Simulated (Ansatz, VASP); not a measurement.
## One calculation of PbS, two programs

The input INCAR:

```
PREC     = Accurate       # precision mode
ENCUT    = 520            # plane-wave cutoff, eV
EDIFF    = 1E-8           # SCF threshold, eV
ISMEAR   = -1             # smearing method
SIGMA    = 0.01           # smearing width, eV
LREAL    = F              # projectors in reciprocal space
LASPH    = T              # aspherical terms in the spheres
NELM     = 100            # most SCF steps
ALGO     = Normal         # electronic algorithm
ISIF     = 2              # what is computed and relaxed
LWAVE    = F              # write WAVECAR
LCHARG   = F              # write CHGCAR
GGA      = CA             # functional
LEFG     = T            
NBANDS   = 17             # bands
```

The input KPOINTS:

```
Automatic mesh
0
Gamma
  8 8 8
```

File POSCAR:

```
PbS
1.0
    0.0593000000      2.9946500000      2.9946500000
    2.9946500000      0.0593000000      2.9946500000
    2.9946500000      2.9946500000      0.0593000000
Pb S
1 1
Direct
    0.0000000000      0.0000000000      0.0000000000
    0.5000000000      0.5000000000      0.5000000000
```

Input for Ansatz:

```yaml
crystal:
  lattice:
    - [0.0593, 2.99465, 2.99465]
    - [2.99465, 0.0593, 2.99465]
    - [2.99465, 2.99465, 0.0593]
  atoms:
    - { symbol: Pb, position: [0.0, 0.0, 0.0] }
    - { symbol: S, position: [0.5, 0.5, 0.5] }
kpoints:
  mp_grid: { grid: [8, 8, 8] }
scf:
  occupations: { method: fermi_dirac, width: 0.01 }
hamiltonian:
  xc: lda
  pseudopotentials: { kind: all_electron, datasets: crystal }
output:
  forces: true
  stress: true
  eigenvalues: true
  efg: { contact_densities: true }
```

Change from the starting cell: equal xy, yz and zx shear strains of +2 %, crystal datasets.

Alike in both runs: task electric field gradients; functional LDA; k mesh 8 × 8 × 8; occupations fermi-dirac, width 0.01 eV; no spin polarisation.

```csv
,VASP,Ansatz
version,VASP 6.6.1,Ansatz 0.2.0
potentials or method,"VASP PAW LDA potentials, release 64 (Pb_d, S), cutoff 520 eV","all-electron PAW with datasets made for the crystal, scalar-relativistic"
```

|  | VASP | Ansatz | Ansatz less VASP |
| --- | --- | --- | --- |
| pressure (GPa) | -2.5 | -2.5 | -0.03 |
| traceless stress, the component that is largest in VASP (GPa) | -0.42 | -0.43 | -0.010 |
| size of Vzz on the site where it differs most (V/Å²) | 3.5 | 8.3 | +4.79 |

LDA's correlation is that of Perdew and Zunger in VASP and of Perdew and Wang (1992) in Ansatz. Ansatz ran all-electron here, and VASP with PAW potentials.

Neither program's run includes spin-orbit coupling.
